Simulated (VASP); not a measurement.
# AlN (Fm-3m) in VASP: a series of runs

The runs below take AlN through single point, relaxation of cell and atoms, with PBE.

All numbers are computed with VASP 6.6.1; they aren't measurements. Logs are shortened: lines on timing, memory, paths and dates and some standing lists are left out, and cuts for length are marked.

### Step 1. The cell of the first run

It takes space group Fm-3m (No. 225, cubic). Conventional cell: a = 3.938 Å, b = 3.938 Å, c = 3.938 Å, α = 90.00°, β = 90.00°, γ = 90.00°. Within 2.6 Å of Al (site symmetry m-3m) lie 6 N at 1.97 Å. N (site symmetry m-3m) has 6 Al at 1.97 Å within 2.6 Å.

### Step 2. Single point, PBE

The input, INCAR:

```
  PREC = Accurate
  ENCUT = 600
  EDIFF = 1E-6
  ISMEAR = 0
  SIGMA = 0.1
  LREAL = F
  LASPH = T
  NELM = 120
  ALGO = Normal
  ISIF = 2
  LWAVE = F
  LCHARG = T
  GGA = PE
  LELF = T
  LVHAR = T
  NBANDS = 11
  GGA_COMPAT = F
```

The input, KPOINTS:

```
Automatic mesh
0
Gamma
  8 8 8
```

The input, POSCAR:

```
AlN
1.0
    0.0000000000      1.9690000000      1.9690000000
    1.9690000000      0.0000000000      1.9690000000
    1.9690000000      1.9690000000      0.0000000000
Al N
1 1
Direct
    0.0000000000      0.0000000000      0.0000000000
    0.5000000000      0.5000000000      0.5000000000
```

Potentials or basis: VASP PAW PBE potentials, release 64 (Al, N).

Started as:

```console
$ cat potpaw_PBE.64/Al/POTCAR potpaw_PBE.64/N/POTCAR > POTCAR
$ mpirun -np 1 vasp_std > vasp.out
```

OUTCAR:

```text
PREC = Accurate
   ENCUT = 600
   EDIFF = 1E-6
   ISMEAR = 0
   LREAL = F
   LASPH = T
   NELM = 120
   ISIF = 2
   GGA = PE

 ion  position               nearest neighbor table
   1  0.000  0.000  0.000-   2 1.97   2 1.97   2 1.97   2 1.97   2 1.97   2 1.97
   2  0.500  0.500  0.500-   1 1.97   1 1.97   1 1.97   1 1.97   1 1.97   1 1.97

  LATTYP: Found a face centered cubic cell.
 ALAT       =     3.9380000000

  Lattice vectors:

 A1 = (   0.0000000000,   1.9690000000,   1.9690000000)
 A2 = (   1.9690000000,   0.0000000000,   1.9690000000)
 A3 = (   1.9690000000,   1.9690000000,   0.0000000000)

Analysis of symmetry for initial positions (statically):
=====================================================================
 Subroutine PRICEL returns:
 Original cell was already a primitive cell.

 Routine SETGRP: Setting up the symmetry group for a
 face centered cubic supercell.

 Subroutine GETGRP returns: Found 48 space group operations
 (whereof 48 operations were pure point group operations)
 out of a pool of 48 trial point group operations.

The static configuration has the point symmetry O_h .

Analysis of symmetry for dynamics (positions and initial velocities):
=====================================================================
 Subroutine PRICEL returns:
 Original cell was already a primitive cell.

 Routine SETGRP: Setting up the symmetry group for a
 face centered cubic supercell.

 Subroutine GETGRP returns: Found 48 space group operations
 (whereof 48 operations were pure point group operations)
 out of a pool of 48 trial point group operations.

The dynamic configuration has the point symmetry O_h .

 Subroutine INISYM returns: Found 48 space group operations
 (whereof 48 operations are pure point group operations),
 and found     1 'primitive' translations

----------------------------------------------------------------------------------------

                                     Primitive cell

  volume of cell :      15.2675

  direct lattice vectors                    reciprocal lattice vectors
     0.000000000  1.969000000  1.969000000    -0.253936008  0.253936008  0.253936008
     1.969000000  0.000000000  1.969000000     0.253936008 -0.253936008  0.253936008
     1.969000000  1.969000000  0.000000000     0.253936008  0.253936008 -0.253936008

  length of vectors
     2.784586504  2.784586504  2.784586504     0.439830068  0.439830068  0.439830068

  position of ions in fractional coordinates (direct lattice)
     0.000000000  0.000000000  0.000000000
     0.500000000  0.500000000  0.500000000
[... 81 lines left out ...]
   IBRION =     -1    ionic relax: 0-MD 1-quasi-New 2-CG
   NFREE  =      0    steps in history (QN), initial steepest desc. (CG)
   ISIF   =      2    stress and relaxation
   ISYM   =      2    0-nonsym 1-usesym 2-fastsym
   POTIM  = 0.5000    time-step for ionic-motion
   TEBEG  =    0.0;   TEEND  =   0.0 temperature during run
   PSTRESS=    0.0 pullay stress
   NELECT =       8.0000    total number of electrons
   NUPDOWN=      -1.0000    fix difference up-down
   EMIN   =  10.00;   EMAX   =-10.00  energy-range for DOS
   EFERMI =   0.00;   METHOD = LEGACY
   ISMEAR =     0;   SIGMA  =   0.10  broadening in eV -4-tet -1-fermi 0-gaus
   EFERMI_NEDOS =   21; number of points for ismear=-14 and -15
   IALGO  =     38    algorithm
   IMIX   =      4    mixing-type and parameters
     AMIX     =   0.40;   BMIX     =  1.00
     AMIX_MAG =   1.60;   BMIX_MAG =  1.00
  volume/ion in A,a.u.               =       7.63        51.51
  Fermi-wavevector in a.u.,A,eV,Ry     =   1.319823  2.494104 23.700443  1.741933
  Thomas-Fermi vector in A             =   2.449694
   LORBIT       =      0    0 simple, 1 ext, 2 COOP (PROOUT), +10 PAW based schemes
   GGA     = PE    functional components
   LHFCALC =     F    Hartree Fock is set to
   AEXX    =    0.0000 exact exchange contribution
   IVDW    =     0    specifies the selected vdW correction
   LEPSILON=     F    determine dielectric tensor
   LRPA    =     F    only Hartree local field effects (RPA)
 non-spin polarized calculation
 Gauss-broadening in eV      SIGMA  =   0.10
  energy-cutoff  :      600.00
  volume of cell :       15.27
 maximum number of plane-waves:       531
 NGX is ok and might be reduce to    24
   NGX = 11   NGY = 11   NGZ = 11

 number of electron       8.0000000 magnetization

 Free energy of the ion-electron system (eV)
  ---------------------------------------------------
  ext. energy  EPLUGINS =         0.00000000
  ---------------------------------------------------
  free energy    TOTEN  =       -14.40938276 eV

  energy without entropy =      -14.40938276  energy(sigma->0) =      -14.40938276

 E-fermi :  11.5705     XC(G=0): -12.6611

 val. band max:       11.0249986061   @ k =   0.0000   0.0000   0.0000
 cond. band min:      16.1830433390   @ k =   0.5000   0.5000   0.0000
 fundamental gap:      5.1580447329
 Fermi energy:        11.5705192864

 k-point     1 :       0.0000    0.0000    0.0000
  band No.  band energies     occupation
      1      -7.2697      2.00000
      2      11.0250      2.00000
      3      11.0250      2.00000
      4      11.0250      2.00000
      5      17.8931      0.00000
      6      23.4441      0.00000
      7      23.4441      0.00000
      8      23.4441      0.00000
      9      28.8043      0.00000
     10      29.4033      0.00000
     11      29.4033      0.00000
[... 309 lines left out ...]
 k-point    24 :      -0.3750    0.2500    0.1250
  band No.  band energies     occupation
      1      -3.1332      2.00000
      2       3.1211      2.00000
      3       7.0321      2.00000
      4       8.8594      2.00000
      5      20.0091      0.00000
      6      20.2766      0.00000
      7      24.1506      0.00000
      8      24.6537      0.00000
      9      30.0733      0.00000
     10      31.2089      0.00000
     11      34.5382      0.00000

 [... further k-points ...]
[... 5 lines left out ...]
  --------------------------------------------------------------------------------------
  -------------------------------------------------------------------------------------
  Total        2.8563318      2.8563318      2.8563318     -0.0000000     -0.0000000     -0.0000000
  in kB      299.7451058    299.7451058    299.7451058     -0.0000000     -0.0000000     -0.0000000
  external PRESSURE =     299.7451058 kB  Pullay stress =       0.0000000 kB

 VOLUME and BASIS-vectors are now :
 -----------------------------------------------------------------------------
  energy-cutoff  :      600.00
  volume of cell :       15.27
      direct lattice vectors                 reciprocal lattice vectors
     0.000000000  1.969000000  1.969000000    -0.253936008  0.253936008  0.253936008
     1.969000000  0.000000000  1.969000000     0.253936008 -0.253936008  0.253936008
     1.969000000  1.969000000  0.000000000     0.253936008  0.253936008 -0.253936008

 POSITION                                       TOTAL-FORCE (eV/Angst)
 -----------------------------------------------------------------------------------
      0.00000      0.00000      0.00000        -0.000000      0.000000      0.000000
      1.96900      1.96900      1.96900         0.000000     -0.000000     -0.000000
 -----------------------------------------------------------------------------------
    total drift:                               -0.000000     -0.000000      0.000000

  FREE ENERGIE OF THE ION-ELECTRON SYSTEM (eV)
  ---------------------------------------------------
  free  energy   TOTEN  =       -14.4093827609 eV

  energy  without entropy=      -14.4093827609  energy(sigma->0) =      -14.40938276
```

OSZICAR:

```text
N       E                     dE             d eps       ncg     rms          rms(c)
DAV:   1     0.165863079020E+02    0.16586E+02   -0.44950E+03   638   0.711E+02
DAV:   2    -0.152891675549E+02   -0.31875E+02   -0.29802E+02   772   0.168E+02
DAV:   3    -0.162323937414E+02   -0.94323E+00   -0.94167E+00   796   0.261E+01
DAV:   4    -0.162361604306E+02   -0.37667E-02   -0.37664E-02   719   0.173E+00
DAV:   5    -0.162361918200E+02   -0.31389E-04   -0.31389E-04   752   0.155E-01    0.793E+00
DAV:   6    -0.144396012928E+02    0.17966E+01   -0.71436E+00   728   0.155E+01    0.287E+00
DAV:   7    -0.144144663452E+02    0.25135E-01   -0.23389E-01   724   0.342E+00    0.186E+00
DAV:   8    -0.144096591096E+02    0.48072E-02   -0.15037E-02   686   0.116E+00    0.366E-01
DAV:   9    -0.144093364312E+02    0.32268E-03   -0.12140E-03   751   0.233E-01    0.169E-01
DAV:  10    -0.144093909481E+02   -0.54517E-04   -0.15523E-04   713   0.882E-02    0.564E-02
DAV:  11    -0.144093829906E+02    0.79575E-05   -0.26554E-05   752   0.313E-02    0.840E-03
DAV:  12    -0.144093827609E+02    0.22971E-06   -0.89608E-07   385   0.826E-03
   1 F= -.14409383E+02 E0= -.14409383E+02  d E =-.393520E-16
```

stdout:

```text
POSCAR found type information on POSCAR AlN
 POSCAR found :  2 types and       2 ions
 scaLAPACK will be used
 LDA part: xc-table for (Slater+PW92), standard interpolation
 POSCAR, INCAR and KPOINTS ok, starting setup
 FFT: planning ... GRIDC
 FFT: planning ... GRID_SOFT
 FFT: planning ... GRID
 WAVECAR not read
 entering main loop
```

Wall time 8.5 s (1 thread of Intel Xeon 8259CL, shared host); peak memory 0.14 GiB.

Results:

```yaml
Free_energy: -14.4094 eV
Pressure: 30.0 GPa
Band_gap_on_the_k_mesh: 5.16 eV (least direct gap 6.87 eV)
```

Caveat: the cell stands under pressure. A k mesh can miss the band edges.

### Step 3. Single point, PBE

This run uses another cell than the first one, of 8.43 Å³/atom.

The input, INCAR:

```
PREC = Accurate
ENCUT = 600
EDIFF = 1E-6
ISMEAR = 0
SIGMA = 0.1
LREAL = F
LASPH = T
NELM = 120
ALGO = Normal
ISIF = 2
LWAVE = F
LCHARG = T
GGA = PE
LELF = T
LVHAR = T
NBANDS = 11
GGA_COMPAT = F
```

KPOINTS is that of step 2.

The input, POSCAR:

```
AlN
1.0
    0.0000000000      2.0351341492      2.0351341492
    2.0351341492      0.0000000000      2.0351341492
    2.0351341492      2.0351341492      0.0000000000
Al N
1 1
Direct
    0.0000000000      0.0000000000      0.0000000000
    0.5000000000      0.5000000000      0.5000000000
```

Potentials or basis: VASP PAW PBE potentials, release 64 (Al, N).

Started as:

```console
$ cat potpaw_PBE.64/Al/POTCAR potpaw_PBE.64/N/POTCAR > POTCAR
$ mpirun -np 1 vasp_std > vasp.out
```

Run time: 8.2 s. Hardware: 1 thread of Intel Xeon 8259CL, shared host; peak memory 0.13 GiB.

Results (log left out):

- Free energy: -14.5473 eV
- Pressure: -0.4 GPa
- Band gap on the k mesh: 4.41 eV (least direct gap 5.39 eV)

Levels at points of the mesh, in eV from the valence-band top:
```tsv
k point	band 1	band 2	band 3	band 4	band 5	band 6	band 7	band 8
(0.00, 0.00, 0.00)	-17.37	0.00	0.00	0.00	5.39	12.10	12.10	12.10
(0.50, 0.00, 0.00)	-14.19	-8.18	-1.04	-1.04	6.01	10.84	10.84	13.00
(0.50, 0.50, 0.00)	-13.24	-7.25	-2.75	-2.75	4.41	5.34	13.81	16.94
```

A k mesh can miss the band edges.

### Step 4. Relaxation of cell and atoms, PBE

The input, INCAR:

```
SYSTEM = AlN
ALGO = Normal ; EDIFF = 1E-7
EDIFFG = -0.04 ; ENCUT = 600
GGA = PE ; GGA_COMPAT = .False.
IBRION = 2 ; ISIF = 3
ISMEAR = 0 ; LASPH = .True.
LCHARG = .False. ; LREAL = .False.
LWAVE = .False. ; NELM = 120
NELMIN = 4 ; NSW = 60
PREC = Accurate ; SIGMA = 0.1
```

The input, KPOINTS:

```
k-points
0
Gamma
  8 8 8
  0 0 0
```

The input, POSCAR:

```
AlN
1.0
    0.0000000000      1.9690000000      1.9690000000
    1.9690000000      0.0000000000      1.9690000000
    1.9690000000      1.9690000000      0.0000000000
Al N
1 1
Direct
    0.0000000000      0.0000000000      0.0000000000
    0.5000000000      0.5000000000      0.5000000000
```

Potentials or basis: VASP PAW PBE potentials, release 64 (Al, N).

Started as:

```console
$ cat potpaw_PBE.64/Al/POTCAR potpaw_PBE.64/N/POTCAR > POTCAR
$ mpirun -np 1 vasp_std > vasp.out
```

OUTCAR:

```text
SYSTEM = AlN
   EDIFF = 1E-7
   EDIFFG = -0.04
   ENCUT = 600
   GGA = PE
   IBRION = 2
   ISIF = 3
   ISMEAR = 0
   LASPH = .True.
   LREAL = .False.
   NELM = 120
   NELMIN = 4
   NSW = 60
   PREC = Accurate

 ion  position               nearest neighbor table
   1  0.000  0.000  0.000-   2 1.97   2 1.97   2 1.97   2 1.97   2 1.97   2 1.97
   2  0.500  0.500  0.500-   1 1.97   1 1.97   1 1.97   1 1.97   1 1.97   1 1.97

  LATTYP: Found a face centered cubic cell.
 ALAT       =     3.9380000000

  Lattice vectors:

 A1 = (   0.0000000000,   1.9690000000,   1.9690000000)
 A2 = (   1.9690000000,   0.0000000000,   1.9690000000)
 A3 = (   1.9690000000,   1.9690000000,   0.0000000000)

Analysis of symmetry for initial positions (statically):
=====================================================================
 Subroutine PRICEL returns:
 Original cell was already a primitive cell.

 Routine SETGRP: Setting up the symmetry group for a
 face centered cubic supercell.

 Subroutine GETGRP returns: Found 48 space group operations
 (whereof 48 operations were pure point group operations)
 out of a pool of 48 trial point group operations.

The static configuration has the point symmetry O_h .

Analysis of symmetry for dynamics (positions and initial velocities):
=====================================================================
 Subroutine PRICEL returns:
 Original cell was already a primitive cell.

 Routine SETGRP: Setting up the symmetry group for a
 face centered cubic supercell.

 Subroutine GETGRP returns: Found 48 space group operations
 (whereof 48 operations were pure point group operations)
 out of a pool of 48 trial point group operations.

The dynamic configuration has the point symmetry O_h .

 Subroutine INISYM returns: Found 48 space group operations
 (whereof 48 operations are pure point group operations),
[... 119 lines left out ...]
  Thomas-Fermi vector in A             =   2.449694
   LORBIT       =      0    0 simple, 1 ext, 2 COOP (PROOUT), +10 PAW based schemes
   GGA     = PE    functional components
   LHFCALC =     F    Hartree Fock is set to
   AEXX    =    0.0000 exact exchange contribution
   IVDW    =     0    specifies the selected vdW correction
   LEPSILON=     F    determine dielectric tensor
   LRPA    =     F    only Hartree local field effects (RPA)
 conjugate gradient relaxation of ions
 non-spin polarized calculation
 Gauss-broadening in eV      SIGMA  =   0.10
  energy-cutoff  :      600.00
  volume of cell :       15.27
 maximum number of plane-waves:       531
 NGX is ok and might be reduce to    24
   NGX = 11   NGY = 11   NGZ = 11

--------------------------------------- Ionic step        1  -------------------------------------------

 number of electron       8.0000000 magnetization

 Free energy of the ion-electron system (eV)
  ---------------------------------------------------
  ext. energy  EPLUGINS =         0.00000000
  ---------------------------------------------------
  free energy    TOTEN  =       -14.40938271 eV

  energy without entropy =      -14.40938271  energy(sigma->0) =      -14.40938271

------------------------ aborting loop because EDIFF is reached ----------------------------------------

  FORCE on cell =-STRESS in cart. coord.  units (eV):
  Direction    XX          YY          ZZ          XY          YZ          ZX
  --------------------------------------------------------------------------------------
  -------------------------------------------------------------------------------------
  Total        2.8567434      2.8567434      2.8567434     -0.0000000      0.0000000      0.0000000
  in kB      299.7882977    299.7882977    299.7882977     -0.0000000      0.0000000      0.0000000
  external PRESSURE =     299.7882977 kB  Pullay stress =       0.0000000 kB
[... 23 lines left out ...]
--------------------------------------- Ionic step        2  -------------------------------------------

 number of electron       8.0000000 magnetization

 E-fermi :   8.9869     XC(G=0): -11.7323

 val. band max:        8.4743905752   @ k =   0.0000   0.0000   0.0000
 cond. band min:      11.9754336116   @ k =   0.5000   0.5000   0.0000
 fundamental gap:      3.5010430363
 Fermi energy:         8.9869203302

 k-point     1 :       0.0000    0.0000    0.0000
  band No.  band energies     occupation
      1      -8.0349      2.00000
      2       8.4744      2.00000
      3       8.4744      2.00000
      4       8.4744      2.00000
      5      12.5144      0.00000
      6      20.2432      0.00000
      7      20.2432      0.00000
      8      20.2432      0.00000
[... 288 lines left out ...]
--------------------------------------- Ionic step        3  -------------------------------------------

 number of electron       8.0000000 magnetization

 Free energy of the ion-electron system (eV)
  ---------------------------------------------------
  ext. energy  EPLUGINS =         0.00000000
  ---------------------------------------------------
  free energy    TOTEN  =       -14.54479502 eV

  energy without entropy =      -14.54479502  energy(sigma->0) =      -14.54479502

 E-fermi :  10.1133     XC(G=0): -12.1900

 val. band max:        9.7008361444   @ k =   0.0000   0.0000   0.0000
 cond. band min:      14.1110888419   @ k =   0.5000   0.5000   0.0000
 fundamental gap:      4.4102526976
 Fermi energy:        10.1132502773

 k-point     1 :       0.0000    0.0000    0.0000
  band No.  band energies     occupation
      1      -7.6684      2.00000
      2       9.7008      2.00000
      3       9.7008      2.00000
      4       9.7008      2.00000
      5      15.0877      0.00000
      6      21.8013      0.00000
      7      21.8013      0.00000
      8      21.8013      0.00000
[... 282 lines left out ...]
  FREE ENERGIE OF THE ION-ELECTRON SYSTEM (eV)
  ---------------------------------------------------
  free  energy   TOTEN  =       -14.5447950157 eV

  energy  without entropy=      -14.5447950157  energy(sigma->0) =      -14.54479502

 reached required accuracy - stopping structural energy minimisation
```

Wall time 16 s (1 thread of Intel Xeon 8259CL, shared host); peak memory 0.13 GiB.

What came out:

* Free energy: -14.5448 eV
* Relaxed volume: 8.43 Å³/atom
* Relaxed cell: a = 2.879 Å, b = 2.879 Å, c = 2.879 Å, α = 60.00°, β = 60.00°, γ = 60.00°
* Space group after relaxing (to 0.1 Å): Fm-3m (No. 225)
* Energy gained by relaxing: 67.7 meV/atom
* Ionic steps: 3
* Pressure after relaxing: -0.4 GPa
* Band gap on the k mesh: 4.41 eV (least direct gap 5.39 eV)

The path:
```
step  energy change (eV)  largest force (eV/Å)  pressure (GPa)  volume (Å³)
   1              0.0000                0.0000           29.98        15.27
   2             -0.0073                0.0000          -20.86        18.65
   3             -0.1354                0.0000           -0.40        16.87
```

Final structure:
```yaml
crystal:
  lattice:
    - [0.00000, 2.03545, 2.03545]
    - [2.03545, 0.00000, 2.03545]
    - [2.03545, 2.03545, 0.00000]
  atoms:
    - { symbol: Al, position: [0.00000, 0.00000, 0.00000] }
    - { symbol: N, position: [0.50000, 0.50000, 0.50000] }
```

A k mesh can miss the band edges. Expect the measured gap to be larger: semilocal functionals such as PBE lack the derivative discontinuity.

### Step 5. Summary

| task | cell | gap on the mesh (eV) | pressure (GPa) |
| --- | --- | --- | --- |
| single point | a = 2.785 Å, angles 60.0°, 2 atoms | 5.16 | 30.0 |
| single point | a = 2.878 Å, angles 60.0°, 2 atoms | 4.41 | -0.4 |
| relaxation of cell and atoms | relaxed from a = 2.785 Å, angles 60.0°, 2 atoms | 4.41 | -0.4 |

Alike in all rows: level PBE; potentials or basis VASP PAW PBE potentials, release 64 (Al, N); no spin polarisation; k mesh 8 × 8 × 8; cutoff (eV) 600; smearing gaussian 0.1 eV.

Caveats: the cell stands under pressure (at least some runs).

Absolute energies hang on the potentials; compare differences alone.
